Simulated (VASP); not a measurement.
# HfB2 (P6/mmm) in VASP: further runs

Aim: see how the results for HfB2 move with the level of theory and the settings. Levels: PBE, PBEsol, PBEsol+U. Tasks: electric field gradients, density of states.

Everything below comes from runs of VASP 6.6.1. Logs are shortened: lines on timing, memory, paths and dates and some standing lists are left out, and cuts for length are marked.

**1. The cell of the first run**

Symmetry: P6/mmm, No. 191, hexagonal system. Conventional cell: a = 3.140 Å, b = 3.140 Å, c = 3.480 Å, α = 90.00°, β = 90.00°, γ = 120.00°. Hf (site symmetry 6/mmm) has 12 B at 2.51 Å and 6 Hf at 3.14 Å within 3.3 Å. Within 2.4 Å of B (site symmetry -6m2) lie 3 B at 1.81 Å.

**2. Electric field gradients, PBE**

INCAR reads:

```
ALGO = Normal
EDIFF = 1E-8
ENCUT = 520
GGA = PE
ISIF = 2
ISMEAR = -1
LASPH = T
LCHARG = F
LEFG = T
LREAL = F
LWAVE = F
NBANDS = 15
NELM = 80
PREC = Accurate
SIGMA = 0.05
```

KPOINTS reads:

```
k-points
0
Gamma
  10 10 8
```

POSCAR reads:

```
HfB2
1.0
    3.1400000000      0.0000000000      0.0000000000
   -1.5700000000      2.7193197679      0.0000000000
    0.0000000000      0.0000000000      3.4800000000
Hf B
1 2
Direct
    0.0000000000      0.0000000000      0.0000000000
    0.6666666667      0.3333333333      0.5000000000
    0.3333333333      0.6666666667      0.5000000000
```

Potentials or basis: VASP PAW PBE potentials, release 64 (Hf_pv, B).

Started as:

```console
$ cat potpaw_PBE.64/Hf_pv/POTCAR potpaw_PBE.64/B/POTCAR > POTCAR
$ mpirun -np 1 vasp_std > vasp.out
```

OUTCAR:

```text
EDIFF = 1E-8
   ENCUT = 520
   GGA = PE
   ISIF = 2
   ISMEAR = -1
   LASPH = T
   LREAL = F
   NELM = 80
   PREC = Accurate

 ion  position               nearest neighbor table
   1  0.000  0.000  0.000-   2 2.51   3 2.51   2 2.51   3 2.51   2 2.51   2 2.51   3 2.51   3 2.51
                             2 2.51   2 2.51   3 2.51   3 2.51
   2  0.667  0.333  0.500-   3 1.81   3 1.81   3 1.81   1 2.51   1 2.51   1 2.51   1 2.51   1 2.51
                             1 2.51
   3  0.333  0.667  0.500-   2 1.81   2 1.81   2 1.81   1 2.51   1 2.51   1 2.51   1 2.51   1 2.51
                             1 2.51

  LATTYP: Found a hexagonal cell.
 ALAT       =     3.1400000000
 C/A-ratio  =     1.1082802548

  Lattice vectors:

 A1 = (   3.1400000000,   0.0000000000,   0.0000000000)
 A2 = (  -1.5700000000,   2.7193197679,   0.0000000000)
 A3 = (   0.0000000000,   0.0000000000,   3.4800000000)

Analysis of symmetry for initial positions (statically):
=====================================================================
 Subroutine PRICEL returns:
 Original cell was already a primitive cell.

 Routine SETGRP: Setting up the symmetry group for a
 hexagonal supercell.

 Subroutine GETGRP returns: Found 24 space group operations
 (whereof 24 operations were pure point group operations)
 out of a pool of 24 trial point group operations.

The static configuration has the point symmetry D_6h.

Analysis of symmetry for dynamics (positions and initial velocities):
=====================================================================
 Subroutine PRICEL returns:
 Original cell was already a primitive cell.

 Routine SETGRP: Setting up the symmetry group for a
 hexagonal supercell.

 Subroutine GETGRP returns: Found 24 space group operations
 (whereof 24 operations were pure point group operations)
 out of a pool of 24 trial point group operations.

The dynamic configuration has the point symmetry D_6h.

 Subroutine INISYM returns: Found 24 space group operations
 (whereof 24 operations are pure point group operations),
 and found     1 'primitive' translations

----------------------------------------------------------------------------------------

                                     Primitive cell

  volume of cell :      29.7146

  direct lattice vectors                    reciprocal lattice vectors
     3.140000000  0.000000000  0.000000000     0.318471338  0.183869512  0.000000000
    -1.570000000  2.719319768  0.000000000     0.000000000  0.367739025  0.000000000
     0.000000000  0.000000000  3.480000000     0.000000000  0.000000000  0.287356322

  length of vectors
     3.140000000  3.140000000  3.480000000     0.367739025  0.367739025  0.287356322

  position of ions in fractional coordinates (direct lattice)
     0.000000000  0.000000000  0.000000000
     0.666666667  0.333333333  0.500000000
     0.333333333  0.666666667  0.500000000

  ion indices of the primitive-cell ions
   primitive index   ion index
                 1           1
                 2           2
                 3           3

----------------------------------------------------------------------------------------

 KPOINTS: k-points

Automatic generation of k-mesh.
 Grid dimensions read from file:
 generate k-points for:   10   10    8

 Generating k-lattice:

  Cartesian coordinates                     Fractional coordinates (reciprocal lattice)
     0.031847134  0.018386951  0.000000000     0.100000000  0.000000000  0.000000000
     0.000000000  0.036773902  0.000000000     0.000000000  0.100000000  0.000000000
     0.000000000  0.000000000  0.035919540     0.000000000  0.000000000  0.125000000

  Length of vectors
     0.036773902  0.036773902  0.035919540
[... 41 lines left out ...]
   ions per type =               1   2
   NGX,Y,Z   is equivalent  to a cutoff of  12.71, 12.71, 13.38 a.u.
   NGXF,Y,Z  is equivalent  to a cutoff of  25.41, 25.41, 26.75 a.u.
 SYSTEM =  unknown system
   PREC   = accura    normal or accurate (medium, high low for compatibility)
   ISTART =      0    job   : 0-new  1-cont  2-samecut
   ICHARG =      2    charge: 1-file 2-atom 10-const
   ISPIN  =      1    spin polarized calculation?
   LNONCOLLINEAR =      F non collinear calculations
   LSORBIT =      F    spin-orbit coupling
   LASPH  =      T    aspherical Exc in radial PAW
   ENCUT  =  520.0 eV  38.22 Ry    6.18 a.u.   5.84  5.84  6.47*2*pi/ulx,y,z
   NELM   =     80;   NELMIN=  2; NELMDL= -5     # of ELM steps
   EDIFF  = 0.1E-07   stopping-criterion for ELM
   LREAL  =      F    real-space projection
   EDIFFG = 0.1E-06   stopping-criterion for IOM
   NSW    =      0    number of steps for IOM
   IBRION =     -1    ionic relax: 0-MD 1-quasi-New 2-CG
   NFREE  =      0    steps in history (QN), initial steepest desc. (CG)
   ISIF   =      2    stress and relaxation
   ISYM   =      2    0-nonsym 1-usesym 2-fastsym
   POTIM  = 0.5000    time-step for ionic-motion
   TEBEG  =    0.0;   TEEND  =   0.0 temperature during run
   PSTRESS=    0.0 pullay stress
   NELECT =      16.0000    total number of electrons
   NUPDOWN=      -1.0000    fix difference up-down
   EMIN   =  10.00;   EMAX   =-10.00  energy-range for DOS
   EFERMI =   0.00;   METHOD = LEGACY
   ISMEAR =    -1;   SIGMA  =   0.05  broadening in eV -4-tet -1-fermi 0-gaus
   EFERMI_NEDOS =   21; number of points for ismear=-14 and -15
   IALGO  =     38    algorithm
   IMIX   =      4    mixing-type and parameters
     AMIX     =   0.40;   BMIX     =  1.00
     AMIX_MAG =   1.60;   BMIX_MAG =  1.00
  volume/ion in A,a.u.               =       9.90        66.84
  Fermi-wavevector in a.u.,A,eV,Ry     =   1.331860  2.516850 24.134693  1.773850
  Thomas-Fermi vector in A             =   2.460838
   LORBIT       =      0    0 simple, 1 ext, 2 COOP (PROOUT), +10 PAW based schemes
   GGA     = PE    functional components
   LHFCALC =     F    Hartree Fock is set to
   AEXX    =    0.0000 exact exchange contribution
   IVDW    =     0    specifies the selected vdW correction
   LEPSILON=     F    determine dielectric tensor
   LRPA    =     F    only Hartree local field effects (RPA)
 non-spin polarized calculation
  energy-cutoff  :      520.00
  volume of cell :       29.71
 maximum number of plane-waves:       816
 NGX is ok and might be reduce to    24
   NGX = 11   NGY = 11   NGZ = 13

 number of electron      15.9999998 magnetization

 Free energy of the ion-electron system (eV)
  ---------------------------------------------------
  ext. energy  EPLUGINS =         0.00000000
  ---------------------------------------------------
  free energy    TOTEN  =       -26.39941688 eV

  energy without entropy =      -26.39682667  energy(sigma->0) =      -26.39812177

 E-fermi :   7.5665     XC(G=0): -12.5969

 val. band max:        7.5038592552   @ k =   0.2000   0.2000   0.1250
 cond. band min:       7.8044256264   @ k =   0.1000   0.1000   0.2500
 fundamental gap:      0.3005663712
 Fermi energy:         7.5664817119

 k-point     1 :       0.0000    0.0000    0.0000
  band No.  band energies     occupation
      1     -22.9620      2.00000
      2     -22.4720      2.00000
      3     -22.4720      2.00000
      4      -6.0815      2.00000
      5       4.6656      2.00000
      6       4.7734      2.00000
      7       4.7734      2.00000
      8       4.8889      2.00000
      9      11.6964      0.00000
     10      11.6964      0.00000
     11      12.3289      0.00000
     12      12.3289      0.00000
     13      12.6627      0.00000
     14      12.6662      0.00000
[... 401 lines left out ...]
      2     -22.8638      2.00000
      3     -22.6866      2.00000
      4      -2.2878      2.00000
      5      -0.9208      2.00000
      6       3.0243      2.00000
      7       3.9063      2.00000
      8       5.4502      2.00000
      9       8.8208      0.00000
     10      11.8019      0.00000
     11      11.8787      0.00000
     12      13.9459      0.00000
     13      15.1699      0.00000
     14      16.1059      0.00000
     15      18.4913      0.00000

 [... further k-points ...]
[... 5 lines left out ...]
  --------------------------------------------------------------------------------------
  -------------------------------------------------------------------------------------
  Total        0.1393677      0.1393677      0.2811632      0.0000000     -0.0000000     -0.0000000
  in kB        7.5145599      7.5145599     15.1600239      0.0000000     -0.0000000     -0.0000000
  external PRESSURE =      10.0630479 kB  Pullay stress =       0.0000000 kB

 VOLUME and BASIS-vectors are now :
 -----------------------------------------------------------------------------
  energy-cutoff  :      520.00
  volume of cell :       29.71
      direct lattice vectors                 reciprocal lattice vectors
     3.140000000  0.000000000  0.000000000     0.318471338  0.183869512  0.000000000
    -1.570000000  2.719319768  0.000000000     0.000000000  0.367739025  0.000000000
     0.000000000  0.000000000  3.480000000     0.000000000  0.000000000  0.287356322

 POSITION                                       TOTAL-FORCE (eV/Angst)
 -----------------------------------------------------------------------------------
      0.00000      0.00000      0.00000        -0.000000      0.000000      0.000000
      1.57000      0.90644      1.74000        -0.000000      0.000000      0.000000
     -0.00000      1.81288      1.74000         0.000000      0.000000      0.000000
 -----------------------------------------------------------------------------------
    total drift:                               -0.000000      0.000000      0.000000

  FREE ENERGIE OF THE ION-ELECTRON SYSTEM (eV)
  ---------------------------------------------------
  free  energy   TOTEN  =       -26.3994168765 eV

  energy  without entropy=      -26.3968266721  energy(sigma->0) =      -26.39812177

 Electric field gradients (V/A^2)
---------------------------------------------------------------------
 ion       V_xx      V_yy      V_zz      V_xy      V_xz      V_yz
---------------------------------------------------------------------
   1     -37.808   -37.808    75.616    -0.000    -0.000    -0.000
   2      -0.898    -0.898     1.796    -0.000     0.000     0.000
   3      -0.898    -0.898     1.796    -0.000     0.000    -0.000
---------------------------------------------------------------------

 Electric field gradients after diagonalization (V/A^2)
 (convention: |V_zz| > |V_xx| > |V_yy|)
----------------------------------------------------------------------
 ion       V_xx      V_yy      V_zz     asymmetry (V_yy - V_xx)/ V_zz
----------------------------------------------------------------------
   1     -37.808   -37.808    75.616       0.000
   2      -0.898    -0.898     1.796       0.000
   3      -0.898    -0.898     1.796       0.000
----------------------------------------------------------------------

           NMR quadrupolar parameters

 Cq : quadrupolar parameter    Cq=e*Q*V_zz/h
 eta: asymmetry parameters     (V_yy - V_xx)/ V_zz
 Q  : nuclear electric quadrupole moment in mb (millibarn)
----------------------------------------------------------------------
 ion       Cq(MHz)       eta       Q (mb)
----------------------------------------------------------------------
   1       0.183       0.000       1.000
   2       0.004       0.000       1.000
   3       0.004       0.000       1.000
----------------------------------------------------------------------
```

Run time: 13 s. Hardware: 1 thread of Intel Xeon 6975P-C (Granite Rapids), shared host; peak memory 0.16 GiB.

What came out:

```
Free energy            : -26.3994 eV
Pressure               : 1.0 GPa
Band gap on the k mesh : zero (band 8 reaches 8.26 eV, above the bottom of band 9 at 7.43 eV)
```

Stress tensor (GPa, compression positive):
```
0.75 0.00 0.00
0.00 0.75 0.00
0.00 0.00 1.52
```

Electric field gradients, principal values (V/Å²):
```
atom    least   middle  greatest (by size)
1 Hf  -37.808  -37.808              75.616
 2 B   -0.898   -0.898               1.796
 3 B   -0.898   -0.898               1.796
```

Caveat: without QUAD_EFG the Cq values of the log hold for a quadrupole moment of 1 mb, not for the nuclei; spin-orbit coupling is left out, which moves the levels of the heavy elements.

**3. Density of states, PBE**

POSCAR is that of step 2.

INCAR.step1 reads:

```
PREC = Accurate
ENCUT = 520
EDIFF = 1E-6
ISMEAR = -1
SIGMA = 0.05
LREAL = F
LASPH = T
NELM = 60
ALGO = Normal
ISIF = 2
LWAVE = F
LCHARG = T
LMAXMIX = 4
GGA = PE
NBANDS = 15
```

KPOINTS.step1 reads:

```
regular mesh
0
Gamma
  10 10 8
```

INCAR.step2 reads:

```
PREC = Accurate
ENCUT = 520
EDIFF = 1E-6
ISMEAR = -5
SIGMA = 0.05
LREAL = F
LASPH = T
NELM = 60
ALGO = Normal
ISIF = 2
LWAVE = F
LCHARG = F
LMAXMIX = 4
GGA = PE
LORBIT = 11
NBANDS = 15
NEDOS = 1001
ICHARG = 11
```

KPOINTS.step2 reads:

```
regular mesh
0
Gamma
  15 15 12
```

Potentials or basis: VASP PAW PBE potentials, release 64 (Hf_pv, B).

Started as:

```console
$ cat potpaw_PBE.64/Hf_pv/POTCAR potpaw_PBE.64/B/POTCAR > POTCAR
$ cp INCAR.step1 INCAR
$ cp KPOINTS.step1 KPOINTS
$ mpirun -np 1 vasp_std > vasp.out
$ cp INCAR.step2 INCAR
$ cp KPOINTS.step2 KPOINTS
$ mpirun -np 1 vasp_std > vasp.out
```

It took 24 s on 1 thread of Intel Xeon 6975P-C (Granite Rapids), shared host; peak memory 0.2 GiB.

Results (log left out):

```yaml
Valence_electrons_inside_the_program's_atomic_spheres: Hf 8.72; B 1.94
```

Levels at points of the mesh, in eV from the Fermi level:
```tsv
k point	band 4	band 5	band 6	band 7	band 8	band 9	band 10	band 11	band 12	band 13
(0.00, 0.00, 0.00)	-13.92	-3.17	-3.06	-3.06	-2.94	3.86	3.86	4.50	4.50	4.83
(0.00, 0.00, 0.50)	-11.51	-8.53	-1.36	-1.36	0.16	0.16	0.83	0.83	2.07	4.91
```

Caveat: spin-orbit coupling is left out, which moves the levels of the heavy elements; tetrahedron occupations give inexact forces and stress in metals.

[end of part 1 of 2]
